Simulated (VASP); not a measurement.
A run of VASP 6.6.1 is set up as follows.

INCAR

```
ALGO = Normal
EDIFF = 1E-8
ENCUT = 520
GGA = CA
IBRION = 8
ISIF = 2
ISMEAR = 0
LASPH = T
LCHARG = F
LEPSILON = T
LREAL = F
LWAVE = F
NBANDS = 12
NELM = 60
NSW = 1
PREC = Accurate
SIGMA = 0.01
```

KPOINTS

```
k-points
0
Gamma
  8 8 8
```

File POSCAR:

```
CsH
1.0
    0.0000000000      3.2791000000      3.2791000000
    3.2791000000      0.0000000000      3.2791000000
    3.2791000000      3.2791000000      0.0000000000
Cs H
1 1
Direct
    0.0000000000      0.0000000000      0.0000000000
    0.2500000000      0.2500000000      0.2500000000
```

Potentials or basis: VASP PAW LDA potentials, release 64 (Cs_sv, H).

The run is started by

```bash
$ cat potpaw_LDA.64/Cs_sv/POTCAR potpaw_LDA.64/H/POTCAR > POTCAR
$ mpirun -np 1 vasp_std > vasp.out
```

Problem. What does it give for the electronic dielectric tensor (diagonal)?

Solution. 3.00.

Problem. What does it give for the Born charges (mean of the diagonal)?

Solution. Cs +0.99; H -0.99 e.

Problem. Predict the highest phonon frequency at Γ, LO-TO splitting left out.

Solution. 593 cm⁻¹.

Electronic dielectric tensor:
```
3.00 0.00 0.00
0.00 3.00 0.00
0.00 0.00 3.00
```
